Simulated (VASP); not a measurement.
# TePt (mix) (R-3m) in VASP: notebook

Runs on TePt (mix). Level: PBEsol+D3(BJ). Tasks: relaxation of cell and atoms, single point.

All numbers are computed with VASP 6.6.1; they aren't measurements. Logs are shortened: lines on timing, memory, paths and dates and some standing lists are left out, and cuts for length are marked.

**1. The cell of the first run**

The structure is trigonal, space group R-3m (No. 166). Conventional cell: a = 3.963 Å, b = 3.963 Å, c = 19.983 Å, α = 90.00°, β = 90.00°, γ = 120.00°. Within 3.4 Å of Te (site symmetry 3m) lie 3 Pt at 2.59 Å. Within 3.4 Å of Pt (site symmetry 3m) lie 3 Te at 2.59 Å and 3 Pt at 2.72 Å.

**2. Relaxation of cell and atoms, PBEsol+D3(BJ)**

Contents of INCAR:

```
  ALGO = Normal
  EDIFF = 1E-6
  EDIFFG = -0.002
  ENCUT = 600
  GGA = PS
  IBRION = 2
  ISIF = 3
  ISMEAR = 0
  IVDW = 12
  LASPH = T
  LCHARG = F
  LREAL = F
  LWAVE = F
  NELM = 100
  NSW = 100
  PREC = Accurate
  SIGMA = 0.1
```

Contents of KPOINTS:

```
k-points
0
Gamma
  12 12 12
```

Contents of POSCAR:

```
TePt
1.0
    1.9815661262      1.1440577364      6.6610334788
   -1.9815661262      1.1440577364      6.6610334788
    0.0000000000     -2.2881154728      6.6610334788
Te Pt
2 2
Direct
    0.5980000000      0.5980000000      0.5980000000
    0.4020000000      0.4020000000      0.4020000000
    0.8703333333      0.8703333333      0.8703333333
    0.1296666667      0.1296666667      0.1296666667
```

Potentials or basis: VASP PAW PBE potentials, release 64 (Te, Pt).

Launch:

```
cat potpaw_PBE.64/Te/POTCAR potpaw_PBE.64/Pt/POTCAR > POTCAR
mpirun -np 1 vasp_std > vasp.out
```

OUTCAR:

```text
EDIFF = 1E-6
   EDIFFG = -0.002
   ENCUT = 600
   GGA = PS
   IBRION = 2
   ISIF = 3
   ISMEAR = 0
   IVDW = 12
   LASPH = T
   LREAL = F
   NELM = 100
   NSW = 100
   PREC = Accurate
 IVDW          = 12

 ion  position               nearest neighbor table
   1  0.598  0.598  0.598-   3 2.59   3 2.59   3 2.59   4 3.54   4 3.54   4 3.54   2 3.57   2 3.57
                             2 3.57
   2  0.402  0.402  0.402-   4 2.59   4 2.59   4 2.59   3 3.54   3 3.54   3 3.54   1 3.57   1 3.57
                             1 3.57
   3  0.870  0.870  0.870-   1 2.59   1 2.59   1 2.59   4 2.72   4 2.72   4 2.72   2 3.54   2 3.54
                             2 3.54
   4  0.130  0.130  0.130-   2 2.59   2 2.59   2 2.59   3 2.72   3 2.72   3 2.72   1 3.54   1 3.54
                             1 3.54

  LATTYP: Found a trigonal (rhomboedric) cell.
 ALAT       =     7.0430703122
 COS(alpha) =     0.8416846276

  Lattice vectors:

 A1 = (   1.9815661262,   1.1440577364,   6.6610334788)
 A2 = (  -1.9815661262,   1.1440577364,   6.6610334788)
 A3 = (   0.0000000000,  -2.2881154728,   6.6610334788)

Analysis of symmetry for initial positions (statically):
=====================================================================
 Subroutine PRICEL returns:
 Original cell was already a primitive cell.

 Routine SETGRP: Setting up the symmetry group for a
 trigonal (rhombohedral) supercell.

 Subroutine GETGRP returns: Found 12 space group operations
 (whereof 12 operations were pure point group operations)
 out of a pool of 12 trial point group operations.

The static configuration has the point symmetry D_3d.

Analysis of symmetry for dynamics (positions and initial velocities):
=====================================================================
 Subroutine PRICEL returns:
 Original cell was already a primitive cell.

 Routine SETGRP: Setting up the symmetry group for a
 trigonal (rhombohedral) supercell.

 Subroutine GETGRP returns: Found 12 space group operations
 (whereof 12 operations were pure point group operations)
 out of a pool of 12 trial point group operations.

The dynamic configuration has the point symmetry D_3d.

 Subroutine INISYM returns: Found 12 space group operations
 (whereof 12 operations are pure point group operations),
 and found     1 'primitive' translations

----------------------------------------------------------------------------------------

                                     Primitive cell

  volume of cell :      90.6044

  direct lattice vectors                    reciprocal lattice vectors
     1.981566126  1.144057736  6.661033479     0.252325670  0.145680293  0.050042285
    -1.981566126  1.144057736  6.661033479    -0.252325670  0.145680293  0.050042285
     0.000000000 -2.288115473  6.661033479     0.000000000 -0.291360587  0.050042285

  length of vectors
     7.043070312  7.043070312  7.043070312     0.295626829  0.295626829  0.295626829

  position of ions in fractional coordinates (direct lattice)
     0.598000000  0.598000000  0.598000000
     0.402000000  0.402000000  0.402000000
     0.870333333  0.870333333  0.870333333
     0.129666667  0.129666667  0.129666667

  ion indices of the primitive-cell ions
   primitive index   ion index
                 1           1
                 2           2
                 3           3
                 4           4

----------------------------------------------------------------------------------------

 KPOINTS: k-points

Automatic generation of k-mesh.
 Grid dimensions read from file:
 generate k-points for:   12   12   12

 Generating k-lattice:

  Cartesian coordinates                     Fractional coordinates (reciprocal lattice)
     0.021027139  0.012140024  0.004170190     0.083333333 -0.000000000  0.000000000
    -0.021027139  0.012140024  0.004170190    -0.000000000  0.083333333  0.000000000
     0.000000000 -0.024280049  0.004170190     0.000000000  0.000000000  0.083333333

  Length of vectors
     0.024635569  0.024635569  0.024635569

  Shift w.r.t. Gamma in fractional coordinates (k-lattice)
     0.000000000  0.000000000  0.000000000

 Subroutine IBZKPT returns following result:
 ===========================================

 Found    189 irreducible k-points:

 Following reciprocal coordinates:
            Coordinates               Weight
  0.000000  0.000000  0.000000      1.000000
  0.083333  0.000000  0.000000      6.000000
  0.166667  0.000000  0.000000      6.000000
  0.250000 -0.000000  0.000000      6.000000
  0.333333 -0.000000  0.000000      6.000000
  0.416667 -0.000000  0.000000      6.000000
[... 16 lines left out ...]
  0.500000  0.166667  0.000000     12.000000
 -0.416667  0.166667  0.000000     12.000000
 [... further k-points ...]
   k-points           NKPTS =    189   k-points in BZ     NKDIM =    189   number of bands    NBANDS=     20
   number of dos      NEDOS =    301   number of ions     NIONS =      4
   total plane-waves  NPLWV = 175616
   dimension x,y,z NGX =    56 NGY =   56 NGZ =   56
   dimension x,y,z NGXF=   112 NGYF=  112 NGZF=  112
   ions per type =               2   2
   NGX,Y,Z   is equivalent  to a cutoff of  13.22, 13.22, 13.22 a.u.
   NGXF,Y,Z  is equivalent  to a cutoff of  26.44, 26.44, 26.44 a.u.
 SYSTEM =  unknown system
   PREC   = accura    normal or accurate (medium, high low for compatibility)
   ISTART =      0    job   : 0-new  1-cont  2-samecut
   ICHARG =      2    charge: 1-file 2-atom 10-const
   ISPIN  =      1    spin polarized calculation?
   LNONCOLLINEAR =      F non collinear calculations
   LSORBIT =      F    spin-orbit coupling
   LASPH  =      T    aspherical Exc in radial PAW
   ENCUT  =  600.0 eV  44.10 Ry    6.64 a.u.  14.07 14.07 14.07*2*pi/ulx,y,z
   NELM   =    100;   NELMIN=  2; NELMDL= -5     # of ELM steps
   EDIFF  = 0.1E-05   stopping-criterion for ELM
   LREAL  =      F    real-space projection
   EDIFFG = -.2E-02   stopping-criterion for IOM
   NSW    =    100    number of steps for IOM
   IBRION =      2    ionic relax: 0-MD 1-quasi-New 2-CG
   NFREE  =      1    steps in history (QN), initial steepest desc. (CG)
   ISIF   =      3    stress and relaxation
   ISYM   =      2    0-nonsym 1-usesym 2-fastsym
   POTIM  = 0.5000    time-step for ionic-motion
   TEBEG  =    0.0;   TEEND  =   0.0 temperature during run
   PSTRESS=    0.0 pullay stress
   NELECT =      32.0000    total number of electrons
   NUPDOWN=      -1.0000    fix difference up-down
   EMIN   =  10.00;   EMAX   =-10.00  energy-range for DOS
   EFERMI =   0.00;   METHOD = LEGACY
   ISMEAR =     0;   SIGMA  =   0.10  broadening in eV -4-tet -1-fermi 0-gaus
   EFERMI_NEDOS =   21; number of points for ismear=-14 and -15
   IALGO  =     38    algorithm
   IMIX   =      4    mixing-type and parameters
     AMIX     =   0.40;   BMIX     =  1.00
     AMIX_MAG =   1.60;   BMIX_MAG =  1.00
  volume/ion in A,a.u.               =      22.65       152.86
  Fermi-wavevector in a.u.,A,eV,Ry     =   1.157200  2.186791 18.219718  1.339111
  Thomas-Fermi vector in A             =   2.293813
   LORBIT       =      0    0 simple, 1 ext, 2 COOP (PROOUT), +10 PAW based schemes
   GGA     = PS    functional components
   LHFCALC =     F    Hartree Fock is set to
   AEXX    =    0.0000 exact exchange contribution
   IVDW    =    12    specifies the selected vdW correction
   LEPSILON=     F    determine dielectric tensor
   LRPA    =     F    only Hartree local field effects (RPA)
 conjugate gradient relaxation of ions
 non-spin polarized calculation
 Gauss-broadening in eV      SIGMA  =   0.10
  energy-cutoff  :      600.00
  volume of cell :       90.60
 maximum number of plane-waves:      3046
   NGX = 29   NGY = 29   NGZ = 29

--------------------------------------- Ionic step        1  -------------------------------------------

 number of electron      31.9999999 magnetization

 Free energy of the ion-electron system (eV)
  ---------------------------------------------------
  ext. energy  EPLUGINS =         0.00000000
  ---------------------------------------------------
  free energy    TOTEN  =       -22.36011666 eV

  energy without entropy =      -22.35191948  energy(sigma->0) =      -22.35601807

------------------------ aborting loop because EDIFF is reached ----------------------------------------

 Edisp (eV)   -2.19851

 E8    (eV) :    -1.4955

  FORCE on cell =-STRESS in cart. coord.  units (eV):
  Direction    XX          YY          ZZ          XY          YZ          ZX
  --------------------------------------------------------------------------------------
  -------------------------------------------------------------------------------------
  Total      -2.42765    -2.42765    -2.57984     0.00000     0.00000     0.00000
  in kB     -42.92872   -42.92872   -45.61992     0.00000     0.00000     0.00000
  external pressure =      -43.83 kB  Pullay stress =        0.00 kB
[... 103 lines left out ...]
  FREE ENERGIE OF THE ION-ELECTRON SYSTEM (eV)
  ---------------------------------------------------
  free  energy   TOTEN  =       -24.6034919202 eV

  energy  without entropy=      -24.5958531445  energy(sigma->0) =      -24.59967253

[... ionic steps 4 to 29 ...]

--------------------------------------- Ionic step       30  -------------------------------------------

 number of electron      31.9999999 magnetization

------------------------ aborting loop because EDIFF is reached ----------------------------------------

 Edisp (eV)   -2.34542

 E8    (eV) :    -1.5957
[... 73 lines left out ...]
  energy  without entropy=      -24.6376980425  energy(sigma->0) =      -24.64234062

--------------------------------------- Ionic step       32  -------------------------------------------

 number of electron      31.9999999 magnetization

 Free energy of the ion-electron system (eV)
  ---------------------------------------------------
  ext. energy  EPLUGINS =         0.00000000
  ---------------------------------------------------
  free energy    TOTEN  =       -22.30166236 eV

  energy without entropy =      -22.29238615  energy(sigma->0) =      -22.29702426

 E-fermi :   9.1693     XC(G=0): -11.3937

 val. band max:        9.1638148713   @ k =   0.1667   0.1667   0.1667
 cond. band min:       9.1734744150   @ k =   0.4167   0.0833   0.0000
 fundamental gap:      0.0096595437
 Fermi energy:         9.1693050722

 k-point     1 :       0.0000    0.0000    0.0000
  band No.  band energies     occupation
      1      -4.6047      2.00000
      2      -2.5824      2.00000
      3       1.9217      2.00000
      4       3.4665      2.00000
      5       3.4665      2.00000
      6       4.2021      2.00000
[... 12 lines left out ...]
     19      12.2274      0.00000
[... 513 lines left out ...]
      4       2.7282      2.00000
      5       3.7903      2.00000
      6       4.3280      2.00000
[... 12 lines left out ...]
     19      12.1852      0.00000
     20      14.6338      0.00000

 [... further k-points ...]

------------------------ aborting loop because EDIFF is reached ----------------------------------------

 Edisp (eV)   -2.34532

 E8    (eV) :    -1.5956

  FORCE on cell =-STRESS in cart. coord.  units (eV):
  Direction    XX          YY          ZZ          XY          YZ          ZX
  --------------------------------------------------------------------------------------
  -------------------------------------------------------------------------------------
  Total       0.00022     0.00022     0.00361     0.00000     0.00000    -0.00000
  in kB       0.00422     0.00422     0.06797     0.00000     0.00000    -0.00000
  external pressure =        0.03 kB  Pullay stress =        0.00 kB
[... 19 lines left out ...]
  FREE ENERGIE OF THE ION-ELECTRON SYSTEM (eV)
  ---------------------------------------------------
  free  energy   TOTEN  =       -24.6469844243 eV

  energy  without entropy=      -24.6377082125  energy(sigma->0) =      -24.64234632

 reached required accuracy - stopping structural energy minimisation
```

It took 2 h on 1 thread of AMD EPYC 9R45 (Zen 5), shared host; peak memory 0.74 GiB.

Results:

```yaml
Free_energy: -24.6470 eV
Relaxed_volume: 21.28 Å³/atom
Relaxed_cell: a = 6.775 Å, b = 6.775 Å, c = 6.775 Å, α = 33.66°, β = 33.66°, γ = 33.66°
Space_group_after_relaxing_to_0.05_Å: R-3m (No. 166)
Energy_gained_by_relaxing: 22.1 meV/atom
Ionic_steps: 32
Pressure_after_relaxing: 0.0 GPa
Band_gap_on_the_k_mesh: zero (band 16 reaches 10.84 eV, above the bottom of band 17 at 8.06 eV)
Dispersion_energy_per_atom: -0.586 eV
```

Step by step:
| step | energy change (eV) | largest force (eV/Å) | pressure (GPa) | volume (Å³) |
| --- | --- | --- | --- | --- |
| 1 | 0.0000 | 0.1963 | -4.38 | 90.60 |
| 2 | 0.0858 | 1.2668 | 9.49 | 82.72 |
| 3 | -0.0449 | 0.4776 | 0.07 | 87.57 |
| 4 | -0.0660 | 0.3008 | 0.00 | 86.85 |
| 5 | -0.0745 | 0.3923 | 0.09 | 85.85 |
| 6 | -0.0851 | 0.2012 | -0.46 | 85.53 |
| 7 | -0.0862 | 0.1114 | -0.70 | 85.37 |
| 8 | -0.0806 | 0.1567 | 2.04 | 83.85 |
| 9 | -0.0877 | 0.0535 | 0.16 | 84.89 |
| 10 | -0.0882 | 0.0123 | 0.00 | 85.02 |
| 11 | -0.0882 | 0.0231 | -0.03 | 85.04 |
| 12 | -0.0883 | 0.0194 | 0.09 | 85.01 |
| 13 | -0.0883 | 0.0177 | 0.14 | 85.00 |
| 14 | -0.0883 | 0.0088 | 0.03 | 85.08 |
| 15 | -0.0883 | 0.0062 | -0.01 | 85.11 |
| 16 | -0.0883 | 0.0070 | -0.01 | 85.10 |
| 17 | -0.0883 | 0.0085 | 0.00 | 85.09 |
| 18 | -0.0884 | 0.0034 | 0.02 | 85.09 |
| 19 | -0.0884 | 0.0027 | 0.01 | 85.09 |
| 20 | -0.0884 | 0.0034 | 0.01 | 85.09 |
| 21 | -0.0884 | 0.0030 | 0.01 | 85.09 |
| 22 | -0.0884 | 0.0026 | 0.01 | 85.09 |
| 23 | -0.0884 | 0.0029 | 0.01 | 85.09 |
| 24 | -0.0884 | 0.0028 | 0.01 | 85.09 |
| 25 | -0.0884 | 0.0028 | 0.01 | 85.09 |
| 26 | -0.0884 | 0.0031 | 0.00 | 85.10 |
| 27 | -0.0884 | 0.0042 | -0.02 | 85.12 |
| 28 | -0.0884 | 0.0041 | -0.03 | 85.11 |
| 29 | -0.0884 | 0.0037 | -0.02 | 85.10 |
| 30 | -0.0884 | 0.0034 | -0.01 | 85.10 |
| 31 | -0.0884 | 0.0025 | -0.01 | 85.10 |
| 32 | -0.0884 | 0.0004 | 0.00 | 85.11 |

Final structure:
```
CELL_PARAMETERS angstrom
1.96159 1.13252 6.38488
-1.96159 1.13252 6.38488
0.00000 -2.26504 6.38488
ATOMIC_POSITIONS crystal
Te 0.60183 0.60183 0.60183
Te 0.39817 0.39817 0.39817
Pt 0.87082 0.87082 0.87082
Pt 0.12918 0.12918 0.12918
```

Levels at points of the mesh, in eV from the Fermi level:
```tsv
k point	band 12	band 13	band 14	band 15	band 16	band 17	band 18	band 19	band 20
(0.00, 0.00, 0.00)	-1.97	-1.75	0.47	0.47	1.08	1.40	3.06	3.06	4.75
(0.50, 0.00, 0.00)	-2.59	-2.54	-2.03	-1.87	-0.97	0.36	1.17	2.08	4.00
(0.50, 0.50, 0.00)	-2.53	-2.51	-2.00	-1.76	-1.46	-1.09	2.85	4.28	4.94
(0.50, 0.50, 0.50)	-1.94	-1.70	-1.68	1.32	1.32	1.73	1.73	3.79	4.49
```

Caveat: the PAW data sets were made with another functional, which shifts forces and pressure a little; spin-orbit coupling is left out, which moves the levels of the heavy elements; pairwise dispersion overbinds metals, which lowers pressure and volume.

(Part 1 of 2 ends here.)
